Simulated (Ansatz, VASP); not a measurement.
# One calculation of Rb3S4, two programs

```
Rb S
1.0
     3.66223    0.00000    0.00000
     0.18968    3.72316    0.00000
     0.69862    0.13408   14.74267
Rb S
3 4
Direct
  0.82557 0.13526 0.20328
  0.80209 0.14323 0.49196
  0.89877 0.15367 0.79833
  0.30469 0.63483 0.34295
  0.41214 0.65861 0.66020
  0.87707 0.63863 0.00174
  0.37968 0.13577 0.00154
```

Change from the starting cell: the structure that the rattled cell fell into.

Alike in both runs: task single point; functional PBE; k mesh 6 × 6 × 2; occupations gaussian, width 0.1 eV; no spin polarisation.

```csv
,VASP,Ansatz
version,VASP 6.6.1,Ansatz 0.2.0
potentials or method,"VASP PAW PBE potentials, release 64 (Rb_sv, S), cutoff 520 eV","scalar-relativistic, plane waves, PAW"
valence electrons in the cell,51,51
```

```csv
,VASP,Ansatz,Ansatz less VASP
gap on the k mesh at the Fermi level (eV),none,none,-
pressure (GPa),-0.2,-0.2,-0.02
"traceless stress, the component that is largest in VASP (GPa)",-0.45,-0.45,+0.005
rms of the force components (eV/Å),0.045,0.044,-0.0002
```

Atom by atom the forces differ by 0.001 eV/Å (rms over components). A gap of «none» marks a metal or a gap that the smearing closes.
